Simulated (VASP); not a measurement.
A run of VASP 6.6.1 is set up as follows.

File INCAR:

```
SYSTEM = P
PREC     = Accurate       ! precision mode
ENCUT    = 520            ! plane-wave cutoff, eV
EDIFF    = 1E-7           ! SCF threshold, eV
ISMEAR   = -1             ! smearing method
SIGMA    = 0.1            ! smearing width, eV
LREAL    = .False.        ! projectors in reciprocal space
LASPH    = .True.         ! aspherical terms in the spheres
NELM     = 80             ! most SCF steps
ALGO     = Normal         ! electronic algorithm
ISIF     = 2              ! what is computed and relaxed
LWAVE    = .False.        ! write WAVECAR
LCHARG   = .False.        ! write CHGCAR
GGA      = PS             ! functional
NBANDS   = 12             ! bands
```

The input KPOINTS:

```
regular mesh
0
Gamma
  17 17 17
  0 0 0
```

POSCAR

```
P
1.0
    0.0000000000      2.6869937657      2.6869937657
    2.6869937657      0.0000000000      2.6869937657
    2.6869937657      2.6869937657      0.0000000000
P
2
Direct
    0.1250000000      0.1250000000      0.1250000000
    0.8750000000      0.8750000000      0.8750000000
```

Potentials or basis: VASP PAW PBE potentials, release 64 (P).

Run with:

```bash
$ cat potpaw_PBE.64/P/POTCAR > POTCAR
$ mpirun -np 1 vasp_std > vasp.out
```

(1) Predict the band gap on the k mesh.

(2) Predict the pressure.

## Answers

(1) zero (band 5 reaches 7.99 eV, above the bottom of band 6 at 5.30 eV).

(2) 0.2 GPa.

Caveat: the PAW data sets were made with another functional, which shifts forces and pressure a little.
